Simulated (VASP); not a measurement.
Wanted: the native input for a VASP 6.6.1 run.

* Task: single point
* Functional: LDA
* Potentials or basis: VASP PAW LDA potentials, release 64 (Cs_sv, H)
* Cutoff: 520 eV
* k mesh: 8 × 8 × 8
* Occupations: gaussian, width 0.05 eV
* Spin: no spin polarisation
* Dipole correction: no
* Further INCAR settings: ALGO = Normal; EDIFF = 1e-07; NBANDS = 12

The structure of CsH lies in POSCAR:

```
CsH
1.0
    0.0000000000      3.1880000000      3.1880000000
    3.1880000000      0.0000000000      3.1880000000
    3.1880000000      3.1880000000      0.0000000000
Cs H
1 1
Direct
    0.0000000000      0.0000000000      0.0000000000
    0.5000000000      0.5000000000      0.5000000000
```

The input as run:

INCAR

```
SYSTEM = CsH
PREC     = Accurate       ! precision mode
ENCUT    = 520            ! plane-wave cutoff, eV
EDIFF    = 1E-7           ! SCF threshold, eV
ISMEAR   = 0              ! smearing method
SIGMA    = 0.05           ! smearing width, eV
LREAL    = .False.        ! projectors in reciprocal space
LASPH    = .True.         ! aspherical terms in the spheres
NELM     = 100            ! most SCF steps
ALGO     = Normal         ! electronic algorithm
ISIF     = 2              ! what is computed and relaxed
LWAVE    = .False.        ! write WAVECAR
LCHARG   = .False.        ! write CHGCAR
NBANDS   = 12             ! bands
```

KPOINTS

```
regular mesh
0
Gamma
  8 8 8
  0 0 0
```

Potentials or basis: VASP PAW LDA potentials, release 64 (Cs_sv, H).

Run with:

```bash
$ cat potpaw_LDA.64/Cs_sv/POTCAR potpaw_LDA.64/H/POTCAR > POTCAR
$ mpirun -np 1 vasp_std > vasp.out
```

Results of the run:

The pressure is -1.2 GPa. The band gap on the k mesh is 1.94 eV, direct.

Caveat: spin-orbit coupling is left out, which moves the levels of the heavy elements.

It took 12 s on 1 thread of Intel(R) Xeon(R) 6975P-C (Granite Rapids), on a shared host, peak memory 0.17 GiB.
